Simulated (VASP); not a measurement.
## RbBi3: single point with PBE

Crystal: RbBi3.

```
Rb Bi
1.0
     6.74532    0.00000    0.00000
    -3.37266    5.84162    0.00000
     0.00000    0.00000    3.54010
Rb Bi
1 3
Direct
  0.00000 0.00000 0.50000
  0.50000 0.00000 0.00000
  0.50000 0.50000 0.00000
  0.00000 0.50000 0.00000
```

```json
{
 "Program": "VASP 6.6.1",
 "Task": "single point",
 "Functional": "PBE",
 "Potentials or basis": "VASP PAW PBE potentials, release 64 (Rb_sv, Bi_d)",
 "Cutoff": "520 eV",
 "k mesh": "3 × 3 × 6",
 "Occupations": "gaussian, width 0.1 eV",
 "Spin": "no spin polarisation"
}
```

```yaml
Pressure: 0.1 GPa
Band_gap_on_the_k_mesh: zero (band 27 reaches 7.24 eV, above the bottom of band 28 at 3.40 eV)
```

Stress tensor (GPa, compression positive):
```
0.09 0.00 0.00
0.00 0.09 0.00
0.00 0.00 0.25
```

Levels at points of the mesh, in eV from the Fermi level:
```csv
k point,band 25,band 26,band 27,band 28,band 29,band 30
"(0.00, 0.00, 0.00)",-3.12,1.30,1.59,2.02,3.42,3.42
"(0.00, 0.00, 0.50)",-2.58,-2.58,-2.24,-2.24,2.67,3.34
```

Run time: 43 s on 1 thread of Intel(R) Xeon(R) Platinum 8259CL CPU @ 2.50GHz (Skylake/Cascade Lake), with other jobs on the host, peak memory 0.26 GiB.

Caveat: spin-orbit coupling is left out, which moves the levels of the heavy elements.
